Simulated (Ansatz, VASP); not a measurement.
# Two plane-wave programs on AlN

```xyz
4
Lattice="3.2554 0.0000 0.0000 -1.6277 2.8193 0.0000 0.0000 0.0000 4.6165" Properties=species:S:1:pos:R:3 pbc="T T T"
Al    0.0000    1.8795    0.0080
Al    1.6277    0.9398    2.3163
N     0.0000    1.8795    1.7694
N     1.6277    0.9398    4.0777
```

Change from the starting cell: strain +0.040 along x and y, -0.080 along z, atoms carried along.

Alike in both runs: task single point; functional PBE; k mesh 12 × 12 × 6; occupations gaussian, width 0.05 eV; no spin polarisation.

```csv
,VASP,Ansatz
version,VASP 6.6.1,Ansatz 0.2.0
potentials or method,"VASP PAW PBE potentials, release 64 (Al, N), cutoff 520 eV","scalar-relativistic, plane waves, PAW"
valence electrons in the cell,16,16
```

Ansatz gave:

| Item | Value |
| --- | --- |
| gap on the k mesh at the Fermi level (eV) | 3.76 |
| least direct gap on the mesh (eV) | 3.76 |
| pressure (GPa) | 3.9 |
| traceless stress, the component that is largest in VASP (GPa) | 33.60 |
| rms of the force components (eV/Å) | 1.275 |

Task: What did VASP give for the same quantities?

Result: gap on the k mesh at the Fermi level (eV): 3.77; least direct gap on the mesh (eV): 3.77; pressure (GPa): 3.7; traceless stress, the component that is largest in VASP (GPa): 33.93; rms of the force components (eV/Å): 1.284.

Atom by atom the forces differ by 0.008 eV/Å (rms over components).
